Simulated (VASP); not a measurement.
# WC (Pm) in VASP: further runs, part 2 of 3

VASP 6.6.1. Earlier steps stand in the parts before.

## (3) Single point, PBE (atom 1 (W) moved by (+0.300, +0.000) A along [1 1 0] and z)

INCAR reads:

```
SYSTEM = WC
PREC     = Accurate       ! precision mode
ENCUT    = 520            ! plane-wave cutoff, eV
EDIFF    = 1E-6           ! SCF threshold, eV
ISMEAR   = 0              ! smearing method
SIGMA    = 0.15           ! smearing width, eV
LREAL    = .FALSE.        ! projectors in reciprocal space
LASPH    = .TRUE.         ! aspherical terms in the spheres
NELM     = 100            ! most SCF steps
ALGO     = Normal         ! electronic algorithm
ISIF     = 2              ! what is computed and relaxed
LWAVE    = .FALSE.        ! write WAVECAR
LCHARG   = .TRUE.         ! write CHGCAR
GGA      = PE             ! functional
LELF     = .TRUE.         ! ELF
LVHAR    = .TRUE.       
NBANDS   = 16             ! bands
```

KPOINTS reads:

```
Automatic mesh
0
G
  18 18 16
  0 0 0
```

POSCAR reads:

```
WC
1.0
    2.9005014360      0.0000000000      0.0000000000
   -1.4502507180      2.5119079273      0.0000000000
    0.0000000000      0.0000000000      2.8290000000
W C
1 1
Direct
    0.1153616121      0.0844505613      0.0000000000
    0.6666666667      0.3333333333      0.5000000000
```

Potentials or basis: VASP PAW PBE potentials, release 64 (W_sv, C).

Started as:

```bash
cat potpaw_PBE.64/W_sv/POTCAR potpaw_PBE.64/C/POTCAR > POTCAR
mpirun -np 1 vasp_std > vasp.out
```

OUTCAR:

```text
SYSTEM = WC
   PREC = Accurate
   ENCUT = 520
   EDIFF = 1E-6
   ISMEAR = 0
   LREAL = .FALSE.
   LASPH = .TRUE.
   NELM = 100
   ISIF = 2
   GGA = PE

 ion  position               nearest neighbor table
   1  0.115  0.084  0.000-   2 1.98   2 1.98   2 2.27   2 2.27   2 2.37   2 2.37
   2  0.667  0.333  0.500-   1 1.98   1 1.98   1 2.27   1 2.27   1 2.37   1 2.37

  LATTYP: Found a hexagonal cell.
 ALAT       =     2.9005014360
 C/A-ratio  =     0.9753485949

  Lattice vectors:

 A1 = (   2.9005014360,   0.0000000000,   0.0000000000)
 A2 = (  -1.4502507180,   2.5119079273,   0.0000000000)
 A3 = (   0.0000000000,   0.0000000000,   2.8290000000)

Analysis of symmetry for initial positions (statically):
=====================================================================
 Subroutine PRICEL returns:
 Original cell was already a primitive cell.

 Routine SETGRP: Setting up the symmetry group for a
 hexagonal supercell.

 Subroutine GETGRP returns: Found  2 space group operations
 (whereof  2 operations were pure point group operations)
 out of a pool of 24 trial point group operations.

The static configuration has the point symmetry C_1h.

Analysis of symmetry for dynamics (positions and initial velocities):
=====================================================================
 Subroutine PRICEL returns:
 Original cell was already a primitive cell.

 Routine SETGRP: Setting up the symmetry group for a
 hexagonal supercell.

 Subroutine GETGRP returns: Found  2 space group operations
 (whereof  2 operations were pure point group operations)
 out of a pool of 24 trial point group operations.

The dynamic configuration has the point symmetry C_1h.

 Subroutine INISYM returns: Found  2 space group operations
 (whereof  2 operations are pure point group operations),
 and found     1 'primitive' translations

----------------------------------------------------------------------------------------

                                     Primitive cell

  volume of cell :      20.6115

  direct lattice vectors                    reciprocal lattice vectors
     2.900501436  0.000000000  0.000000000     0.344767973  0.199051882  0.000000000
    -1.450250718  2.511907927  0.000000000     0.000000000  0.398103764  0.000000000
     0.000000000  0.000000000  2.829000000     0.000000000  0.000000000  0.353481796

  length of vectors
     2.900501436  2.900501436  2.829000000     0.398103764  0.398103764  0.353481796

  position of ions in fractional coordinates (direct lattice)
     0.115361612  0.084450561  0.000000000
     0.666666667  0.333333333  0.500000000

  ion indices of the primitive-cell ions
   primitive index   ion index
                 1           1
                 2           2

----------------------------------------------------------------------------------------

 KPOINTS: Automatic mesh

Automatic generation of k-mesh.
 Grid dimensions read from file:
 generate k-points for:   18   18   16

 Generating k-lattice:

  Cartesian coordinates                     Fractional coordinates (reciprocal lattice)
     0.019153776  0.011058438  0.000000000     0.055555556  0.000000000  0.000000000
     0.000000000  0.022116876  0.000000000     0.000000000  0.055555556  0.000000000
     0.000000000  0.000000000  0.022092612     0.000000000  0.000000000  0.062500000

  Length of vectors
     0.022116876  0.022116876  0.022092612

  Shift w.r.t. Gamma in fractional coordinates (k-lattice)
     0.000000000  0.000000000  0.000000000

 Subroutine IBZKPT returns following result:
 ===========================================

 Found   1476 irreducible k-points:

 Following reciprocal coordinates:
            Coordinates               Weight
  0.000000  0.000000  0.000000      1.000000
  0.055556  0.000000  0.000000      2.000000
  0.000000  0.055556  0.000000      2.000000
 -0.055556  0.055556  0.000000      2.000000
  0.111111  0.000000  0.000000      2.000000
  0.000000  0.111111  0.000000      2.000000
[... 16 lines left out ...]
  0.444444 -0.000000  0.000000      2.000000
  0.000000  0.444444  0.000000      2.000000
 [... further k-points ...]
   k-points           NKPTS =   1476   k-points in BZ     NKDIM =   1476   number of bands    NBANDS=     16
   number of dos      NEDOS =    301   number of ions     NIONS =      2
   total plane-waves  NPLWV =  13824
   dimension x,y,z NGX =    24 NGY =   24 NGZ =   24
   dimension x,y,z NGXF=    48 NGYF=   48 NGZF=   48
   ions per type =               1   1
   NGX,Y,Z   is equivalent  to a cutoff of  13.76, 13.76, 14.10 a.u.
   NGXF,Y,Z  is equivalent  to a cutoff of  27.51, 27.51, 28.21 a.u.
 SYSTEM =  WC
   PREC   = accura    normal or accurate (medium, high low for compatibility)
   ISTART =      0    job   : 0-new  1-cont  2-samecut
   ICHARG =      2    charge: 1-file 2-atom 10-const
   ISPIN  =      1    spin polarized calculation?
   LNONCOLLINEAR =      F non collinear calculations
   LSORBIT =      F    spin-orbit coupling
   LASPH  =      T    aspherical Exc in radial PAW
   ENCUT  =  520.0 eV  38.22 Ry    6.18 a.u.   5.39  5.39  5.26*2*pi/ulx,y,z
   NELM   =    100;   NELMIN=  2; NELMDL= -5     # of ELM steps
   EDIFF  = 0.1E-05   stopping-criterion for ELM
   LREAL  =      F    real-space projection
[... 7 lines left out ...]
   TEBEG  =    0.0;   TEEND  =   0.0 temperature during run
   PSTRESS=    0.0 pullay stress
   NELECT =      18.0000    total number of electrons
   NUPDOWN=      -1.0000    fix difference up-down
   EMIN   =  10.00;   EMAX   =-10.00  energy-range for DOS
   EFERMI =   0.00;   METHOD = LEGACY
   ISMEAR =     0;   SIGMA  =   0.15  broadening in eV -4-tet -1-fermi 0-gaus
   EFERMI_NEDOS =   21; number of points for ismear=-14 and -15
   IALGO  =     38    algorithm
   IMIX   =      4    mixing-type and parameters
     AMIX     =   0.40;   BMIX     =  1.00
     AMIX_MAG =   1.60;   BMIX_MAG =  1.00
  volume/ion in A,a.u.               =      10.31        69.55
  Fermi-wavevector in a.u.,A,eV,Ry     =   1.564813  2.957068 33.315762  2.448639
  Thomas-Fermi vector in A             =   2.667381
   LORBIT       =      0    0 simple, 1 ext, 2 COOP (PROOUT), +10 PAW based schemes
   GGA     = PE    functional components
   LHFCALC =     F    Hartree Fock is set to
   AEXX    =    0.0000 exact exchange contribution
   IVDW    =     0    specifies the selected vdW correction
   LEPSILON=     F    determine dielectric tensor
   LRPA    =     F    only Hartree local field effects (RPA)
 non-spin polarized calculation
 Gauss-broadening in eV      SIGMA  =   0.15
  energy-cutoff  :      520.00
  volume of cell :       20.61
 maximum number of plane-waves:       580
 NGX is ok and might be reduce to    24
   NGX = 11   NGY = 11   NGZ = 11

 number of electron      18.0000001 magnetization

 Free energy of the ion-electron system (eV)
  ---------------------------------------------------
  ext. energy  EPLUGINS =         0.00000000
  ---------------------------------------------------
  free energy    TOTEN  =       -21.66404540 eV

  energy without entropy =      -21.66000645  energy(sigma->0) =      -21.66202593

 E-fermi :  11.4778     XC(G=0): -13.8088

 val. band max:       11.4755870547   @ k =   0.1667   0.0000   0.5000
 cond. band min:      11.4782856114   @ k =   0.4444   0.4444   0.0625
 fundamental gap:      0.0026985567
 Fermi energy:        11.4777979083

 k-point     1 :       0.0000    0.0000    0.0000
  band No.  band energies     occupation
      1     -62.7155      2.00000
      2     -26.7847      2.00000
      3     -26.6222      2.00000
      4     -26.6064      2.00000
      5      -3.3481      2.00000
      6       6.2650      2.00000
[... 8 lines left out ...]
     15      25.3661      0.00000
     16      26.4571      0.00000

 k-point     2 :       0.0556    0.0000    0.0000
  band No.  band energies     occupation
      1     -62.7137      2.00000
      2     -26.7810      2.00000
      3     -26.6407      2.00000
      4     -26.6214      2.00000
      5      -3.2598      2.00000
      6       6.2712      2.00000
[... 8 lines left out ...]
     15      25.4496      0.00000
     16      26.6998      0.00000
[... 387 lines left out ...]
      5       0.5800      2.00000
      6       3.3064      2.00000
[... 8 lines left out ...]
     15      24.2250      0.00000
     16      29.5901      0.00000

 k-point    24 :       0.0000    0.4444    0.0000
  band No.  band energies     occupation
      1     -62.6576      2.00000
      2     -27.4019      2.00000
      3     -26.8051      2.00000
      4     -26.6795      2.00000
      5      -0.5935      2.00000
      6       4.7098      2.00000
[... 8 lines left out ...]
     15      23.7176      0.00000
     16      27.5384      0.00000

 [... further k-points ...]
[... 5 lines left out ...]
  --------------------------------------------------------------------------------------
  -------------------------------------------------------------------------------------
  Total        3.7415962      1.3084071      4.7159661      1.2427126      0.0000000      0.0000000
  in kB      290.8424232    101.7053302    366.5823174     96.5987579      0.0000000      0.0000000
  external PRESSURE =     253.0433569 kB  Pullay stress =       0.0000000 kB

 VOLUME and BASIS-vectors are now :
 -----------------------------------------------------------------------------
  energy-cutoff  :      520.00
  volume of cell :       20.61
      direct lattice vectors                 reciprocal lattice vectors
     2.900501436  0.000000000  0.000000000     0.344767973  0.199051882  0.000000000
    -1.450250718  2.511907927  0.000000000     0.000000000  0.398103764  0.000000000
     0.000000000  0.000000000  2.829000000     0.000000000  0.000000000  0.353481796

 POSITION                                       TOTAL-FORCE (eV/Angst)
 -----------------------------------------------------------------------------------
      0.21213      0.21213      0.00000        -4.151927     -3.151603      0.000000
      1.45025      0.83730      1.41450         4.151927      3.151603      0.000000
 -----------------------------------------------------------------------------------
    total drift:                                0.000286      0.000043     -0.000000

  FREE ENERGIE OF THE ION-ELECTRON SYSTEM (eV)
  ---------------------------------------------------
  free  energy   TOTEN  =       -21.6640453957 eV

  energy  without entropy=      -21.6600064544  energy(sigma->0) =      -21.66202593
```

It took 3.9 min on 1 thread of Intel Xeon 6975P-C, shared host; peak memory 0.56 GiB.

What came out:

```
Free energy            : -21.6640 eV
Pressure               : 25.3 GPa
Largest force          : 5.213 eV/Å
Band gap on the k mesh : zero (band 9 reaches 12.20 eV, above the bottom of band 10 at 10.73 eV)
```

Forces in eV/Å, atoms in the order of the input:
```
W   -4.152 -3.152  0.000
C    4.152  3.152  0.000
```

Caveat: the cell differs from its parent crystal (atom 1 (W) moved by (+0.300, +0.000) A along [1 1 0] and z); spin-orbit coupling is left out, which moves the levels of the heavy elements; forces of over 1 eV/Å act on the atoms, so gaps and moduli don't describe the material at rest.

(Part 2 of 3 ends here.)
